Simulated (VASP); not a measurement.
## Ir: single point with LDA

The system is Ir.

```
CELL_PARAMETERS angstrom
4.31300 0.00000 0.00000
-2.15650 3.73517 0.00000
0.00000 0.00000 2.65831
ATOMIC_POSITIONS crystal
Ir 0.00000 0.00000 0.00000
Ir 0.33333 0.66667 0.50000
Ir 0.66667 0.33333 0.50000
```

This isn't the form of Ir at room conditions, which is fcc.

* Program: VASP 6.6.1
* Task: single point
* Functional: LDA
* Potentials or basis: VASP PAW LDA potentials, release 64 (Ir)
* Cutoff: 520 eV
* k mesh: 10 × 10 × 13
* Occupations: fermi-dirac, width 0.1 eV
* Spin: no spin polarisation
* Dipole correction: no
* Further INCAR settings: ALGO = Normal; EDIFF = 1e-06; NBANDS = 20

```yaml
Pressure: 2.2 GPa
Band_gap_on_the_k_mesh: zero (an odd number of electrons rules out a gap without spin polarisation)
```

Stress tensor (GPa, compression positive):
```
2.65 0.00 0.00
0.00 2.65 0.00
0.00 0.00 1.30
```

Levels at points of the mesh, in eV from the Fermi level:
```tsv
k point	band 11	band 12	band 13	band 14	band 15	band 16	band 17	band 18
(0.00, 0.00, 0.00)	-2.12	-2.12	-2.09	-2.09	1.23	1.23	6.23	7.54
(0.50, 0.00, 0.00)	-1.85	-0.57	-0.25	0.24	0.24	0.34	0.38	1.30
```

Run time: 60 s on 1 thread of Intel Xeon 8259CL, with other jobs on the host, peak memory 0.19 GiB.

Caveat: spin-orbit coupling is left out, which moves the levels of the heavy elements.
